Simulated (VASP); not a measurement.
LiBiO, 6 atoms in the cell. The structure is hexagonal, space group P6_3/mmc (No. 194). Conventional cell: a = 4.473 Å, b = 4.473 Å, c = 5.623 Å, α = 90.00°, β = 90.00°, γ = 120.00°. Within 3.7 Å of Li (site symmetry -3m) lie 2 Li at 2.81 Å and 6 Bi at 2.94 Å and 6 O at 2.94 Å. Within 3.4 Å of Bi (site symmetry -6m2) lie 5 O at 2.58 to 2.81 Å and 6 Li at 2.94 Å. O (site symmetry -6m2) has 5 Bi at 2.58 to 2.81 Å and 6 Li at 2.94 Å within 3.4 Å. 

```yaml
Program: VASP 6.6.1
Task: relaxation of cell and atoms
Functional: PBE
Potentials_or_basis: VASP PAW PBE potentials, release 64 (Li_sv, Bi_d, O)
Cutoff: 600 eV
k_mesh: 12 × 12 × 8
Occupations: gaussian, width 0.1 eV
Spin: no spin polarisation
Dipole_correction: no
Further_INCAR_settings: ALGO = Normal; EDIFF = 1e-07; IBRION = 2; EDIFFG = -0.01; NSW = 100; ISIF = 3
```

Potentials or basis: VASP PAW PBE potentials, release 64 (Li_sv, Bi_d, O).

The run is started by

```console
$ cat potpaw_PBE.64/Li_sv/POTCAR potpaw_PBE.64/Bi_d/POTCAR potpaw_PBE.64/O/POTCAR > POTCAR
$ mpirun -np 1 vasp_std > vasp.out
```

Hardware: 1 thread of Intel(R) Xeon(R) 6975P-C (Granite Rapids) (shared host).

Question: Estimate the wall time of this run.

Answer: Run time: 15 min on 1 thread of Intel(R) Xeon(R) 6975P-C (Granite Rapids), on a shared host, peak memory 0.44 GiB. Counts: scf iterations 107, k points 95, ion steps 11.
